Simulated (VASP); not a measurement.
Runs of VASP 6.6.1 on MnO. The structure is hexagonal, space group P6_3mc (No. 186). The conventional cell has a = 3.372 Å, b = 3.372 Å, c = 5.386 Å, α = 90.00°, β = 90.00°, γ = 120.00°. Mn (site symmetry 3m) has 4 O at 1.96 to 2.08 Å within 2.6 Å. O (site symmetry 3m) has 4 Mn at 1.96 to 2.08 Å within 2.6 Å. 

| level | spin | U | gap on the mesh (eV) | pressure (GPa) | moment (μB) | largest force (eV/Å) |
| --- | --- | --- | --- | --- | --- | --- |
| PBE | off | - | none | -28.7 | - | 0.33 |
| r2SCAN | off | - | none | -31.1 | - | 0.50 |
| PBE+U | collinear, antiferromagnetic start | Mn d U = 4.0 eV | 0.65 | 7.8 | (b) | 0.65 |
| PBE | collinear, ferromagnetic start | - | none | 6.5 | 9.99 | 0.66 |
| PBE+U | collinear, ferromagnetic start | Mn d U = 4.0 eV | (a) | 10.9 | (c) | 0.90 |

Alike in all rows: task single point; potentials or basis VASP PAW PBE potentials, release 64 (Mn_pv, O); cell as given; k mesh 9 × 9 × 5; cutoff (eV) 520; smearing fermi-dirac 0.05 eV.

Task: Estimate the missing entries.

Result: (a) 0.13; (b) 0.00; (c) 10.00.

Caveats: semilocal functionals often make such compounds metallic where correlation or magnetic order opens a gap, which also shifts bond lengths (at least some runs); the run started ferromagnetic, and an antiferromagnetic order may lie lower in energy (at least some runs); the stress differs along the axes, from -31 to -24 GPa (at least some runs); the stress differs along the axes, from -34 to -25 GPa (at least some runs); the PAW data sets were made with another functional, which shifts forces and pressure a little (at least some runs); the stress differs along the axes, from 6 to 12 GPa (at least some runs); the stress differs along the axes, from 4 to 12 GPa (at least some runs).

A k mesh can miss the band edges.

A gap of «none» marks levels without a gap at the run's occupations.
